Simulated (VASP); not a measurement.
Write the native input for VASP 6.6.1 that does the following.

| Item | Value |
| --- | --- |
| Task | single point |
| Functional | PBE |
| Potentials or basis | VASP PAW PBE potentials, release 64 (In_d, Ga_d, As) |
| Cutoff | 520 eV |
| k mesh | 6 × 4 × 6 |
| Occupations | gaussian, width 0.2 eV |
| Spin | no spin polarisation |
| Dipole correction | no |
| Further INCAR settings | ALGO = Normal; EDIFF = 1e-06; NBANDS = 66 |

The structure of InGa2As3 lies in POSCAR:

```
InGa2As3
1.0
    4.1637881508     -0.0001578548     -0.0036345306
    0.0000405056     -8.3187510959      0.0003947853
   -2.0737052955      2.0801908677     -8.8690500878
In Ga As
2 4 6
Direct
    0.7499789462      0.6250108645      0.5001947004
    0.7490517288      0.1247260965      0.4997025002
    0.0789367322      0.7894302373      0.1583187114
    0.0795762906      0.2899721389      0.1589708108
    0.4207322440      0.9606579135      0.8413457146
    0.4200794844      0.4601351747      0.8410343814
    0.1586505763      0.5792322073      0.3163740576
    0.1577074710      0.0788704863      0.3159497951
    0.5001794362      0.7498409860     -0.0002314989
    0.5007534517      0.2502978805      0.0003781793
    0.8425633278      0.9211705301      0.6841802752
    0.8417903107      0.4206554845      0.6837823732
```

These files were run (other wordings do the same):

INCAR

```
ALGO     = Normal         # electronic algorithm
EDIFF    = 1E-6           # SCF threshold, eV
ENCUT    = 520            # plane-wave cutoff, eV
GGA      = PE             # functional
ISIF     = 2              # what is computed and relaxed
ISMEAR   = 0              # smearing method
KPAR     = 4            
LASPH    = True           # aspherical terms in the spheres
LCHARG   = True           # write CHGCAR
LREAL    = False          # projectors in reciprocal space
LVHAR    = True         
LWAVE    = False          # write WAVECAR
NBANDS   = 66             # bands
NELM     = 60             # most SCF steps
PREC     = Accurate       # precision mode
SIGMA    = 0.2            # smearing width, eV
```

KPOINTS

```
k-points
0
Gamma
  6 4 6
```

Potentials or basis: VASP PAW PBE potentials, release 64 (In_d, Ga_d, As).

Launch:

```sh
$ cat potpaw_PBE.64/In_d/POTCAR potpaw_PBE.64/Ga_d/POTCAR potpaw_PBE.64/As/POTCAR > POTCAR
$ mpirun -np 4 vasp_std > vasp.out
```

Results of the run:

```json
{
  "Pressure": "0.1 GPa",
  "Largest force": "0.016 eV/Å"
}
```

Wall time 8.2 min on 4 MPI ranks on Intel(R) Xeon(R) Platinum 8375C CPU @ 2.90GHz (Ice Lake), with other jobs on the host, peak memory 1.2 GiB a rank.
